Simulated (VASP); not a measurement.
Runs of VASP 6.6.1 on Ta3SnO4. The structure is that of space group Pm-3m (No. 221), or close to it. The cells are those of the table. The cell was built from a structure type or drawn by symmetry, and may not be a known phase.

```tsv
task	spin	cell	k mesh	cutoff (eV)	gap on the mesh (eV)	pressure (GPa)	moment (μB)
single point	collinear	a = 4.638 Å, 8 atoms	4 × 4 × 4	520	none	0.5	1.22
relaxation of cell and atoms	off	relaxed from a = 4.527 Å, 8 atoms	4 × 4 × 4	600	none	-0.3	-
single point	collinear	a = 4.527 Å, 8 atoms	4 × 4 × 4	520	none	16.3	1.18
single point	off	a = 4.636 Å, 8 atoms	8 × 8 × 8	520	none	(a)	-
single point	off	a = 4.527 Å, 8 atoms	4 × 4 × 4	520	none	16.3	-
single point	off	a = 4.638 Å, 8 atoms	4 × 4 × 4	520	none	0.5	-
```

Alike in all rows: level PBE; potentials or basis VASP PAW PBE potentials, release 64 (Ta_pv, Sn_d, O); smearing gaussian 0.1 eV.

**Question.** Fill in the values left out.

**Answer.** (a) 0.3.

Caveats: spin-orbit coupling is left out, which moves the levels of the heavy elements; an odd number of electrons without spin polarisation forces a metal (at least some runs); a magnetic or distorted state may lie lower (at least some runs); the cell stands under pressure (at least some runs).

A k mesh can miss the band edges, and the runs leave out spin-orbit coupling on Sn, Ta.

A gap of «none» marks levels without a gap at the run's occupations.
